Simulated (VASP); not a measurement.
# Hf (Im-3m) in VASP: notebook, part 2 of 2

VASP 6.6.1.

## Step 4: Single point, PBE (volume scaled by 0.45)

INCAR reads:

```
SYSTEM = Hf
ALGO = Normal ; EDIFF = 1E-6
ENCUT = 520 ; GGA = PE
ISIF = 2 ; ISMEAR = -1
LASPH = .TRUE. ; LCHARG = .FALSE.
LREAL = .FALSE. ; LWAVE = .FALSE.
NBANDS = 11 ; NELM = 100
PREC = Accurate ; SIGMA = 0.08
```

KPOINTS reads:

```
k-points
0
G
  17 17 17
  0 0 0
```

POSCAR reads:

```
Hf
1.0
   -1.3594644759      1.3594644759      1.3594644759
    1.3594644759     -1.3594644759      1.3594644759
    1.3594644759      1.3594644759     -1.3594644759
Hf
1
Direct
    0.0000000000      0.0000000000      0.0000000000
```

Potentials or basis: VASP PAW PBE potentials, release 64 (Hf_pv).

Launch:

```sh
$ cat potpaw_PBE.64/Hf_pv/POTCAR > POTCAR
$ mpirun -np 1 vasp_std > vasp.out
```

OUTCAR:

```text
SYSTEM = Hf
   EDIFF = 1E-6
   ENCUT = 520
   GGA = PE
   ISIF = 2
   ISMEAR = -1
   LASPH = .TRUE.
   LREAL = .FALSE.
   NELM = 100
   PREC = Accurate

 ion  position               nearest neighbor table
   1  0.000  0.000  0.000-

  LATTYP: Found a body centered cubic cell.
 ALAT       =     2.7189289518

  Lattice vectors:

 A1 = (  -1.3594644759,   1.3594644759,   1.3594644759)
 A2 = (   1.3594644759,  -1.3594644759,   1.3594644759)
 A3 = (   1.3594644759,   1.3594644759,  -1.3594644759)

Analysis of symmetry for initial positions (statically):
=====================================================================
 Subroutine PRICEL returns:
 Original cell was already a primitive cell.

 Routine SETGRP: Setting up the symmetry group for a
 body centered cubic supercell.

 Subroutine GETGRP returns: Found 48 space group operations
 (whereof 48 operations were pure point group operations)
 out of a pool of 48 trial point group operations.

The static configuration has the point symmetry O_h .

Analysis of symmetry for dynamics (positions and initial velocities):
[... 159 lines left out ...]
 E-fermi :  11.7062     XC(G=0): -15.5307

 val. band max:       11.6991424057   @ k =   0.1176   0.0588   0.0000
 cond. band min:      11.7115401325   @ k =   0.1765   0.1176   0.1176
 fundamental gap:      0.0123977268
 Fermi energy:        11.7061914572

 k-point     1 :       0.0000    0.0000    0.0000
  band No.  band energies     occupation
      1     -14.9308      2.00000
      2     -14.9308      2.00000
      3     -14.9308      2.00000
      4       4.3015      2.00000
      5      13.0445      0.00000
      6      13.0445      0.00000
      7      13.0445      0.00000
      8      18.7983      0.00000
      9      18.7983      0.00000
     10      26.8419      0.00000
     11      29.4724      0.00000
[... 309 lines left out ...]
 k-point    24 :       0.1765    0.1765    0.0000
  band No.  band energies     occupation
      1     -19.9939      2.00000
      2     -16.7468      2.00000
      3     -15.5425      2.00000
      4       7.9663      2.00000
      5      10.1379      2.00000
      6      12.3474      0.00066
      7      16.9979      0.00000
      8      21.3637      0.00000
      9      22.8541      0.00000
     10      26.8033      0.00000
     11      34.1309      0.00000

 [... further k-points ...]
[... 5 lines left out ...]
  --------------------------------------------------------------------------------------
  -------------------------------------------------------------------------------------
  Total       20.2710622     20.2710622     20.2710622      0.0000000      0.0000000     -0.0000000
  in kB     3231.6439550   3231.6439550   3231.6439550      0.0000000      0.0000000     -0.0000000
  external PRESSURE =    3231.6439550 kB  Pullay stress =       0.0000000 kB

 VOLUME and BASIS-vectors are now :
 -----------------------------------------------------------------------------
  energy-cutoff  :      520.00
  volume of cell :       10.05
      direct lattice vectors                 reciprocal lattice vectors
    -1.359464476  1.359464476  1.359464476     0.000000000  0.367791883  0.367791883
     1.359464476 -1.359464476  1.359464476     0.367791883  0.000000000  0.367791883
     1.359464476  1.359464476 -1.359464476     0.367791883  0.367791883  0.000000000

 POSITION                                       TOTAL-FORCE (eV/Angst)
 -----------------------------------------------------------------------------------
      0.00000      0.00000      0.00000         0.000000     -0.000000      0.000000
 -----------------------------------------------------------------------------------
    total drift:                                0.000000     -0.000000     -0.000000

  FREE ENERGIE OF THE ION-ELECTRON SYSTEM (eV)
  ---------------------------------------------------
  free  energy   TOTEN  =        -3.3143047964 eV

  energy  without entropy=       -3.3042928809  energy(sigma->0) =       -3.30929884
```

stdout:

```text
POSCAR found type information on POSCAR Hf
 POSCAR found :  1 types and       1 ions
 scaLAPACK will be used
 LDA part: xc-table for (Slater+PW92), standard interpolation
 POSCAR, INCAR and KPOINTS ok, starting setup
 FFT: planning ... GRIDC
 FFT: planning ... GRID_SOFT
 FFT: planning ... GRID
 WAVECAR not read
 entering main loop
```

It took 9.3 s on 1 thread of Intel Xeon 6975P-C, shared host; peak memory 0.13 GiB.

Results:

| Quantity | Value |
| --- | --- |
| Free energy | -3.3143 eV |
| Pressure | 323.2 GPa |
| Band gap on the k mesh | zero (band 5 reaches 13.51 eV, above the bottom of band 6 at 10.02 eV) |

Levels at points of the mesh, in eV from the Fermi level:
| k point | band 1 | band 2 | band 3 | band 4 | band 5 | band 6 | band 7 | band 8 | band 9 | band 10 |
| --- | --- | --- | --- | --- | --- | --- | --- | --- | --- | --- |
| (0.00, 0.00, 0.00) | -26.64 | -26.64 | -26.64 | -7.40 | 1.34 | 1.34 | 1.34 | 7.09 | 7.09 | 15.14 |

Caveat: spin-orbit coupling is left out, which moves the levels of the heavy elements.
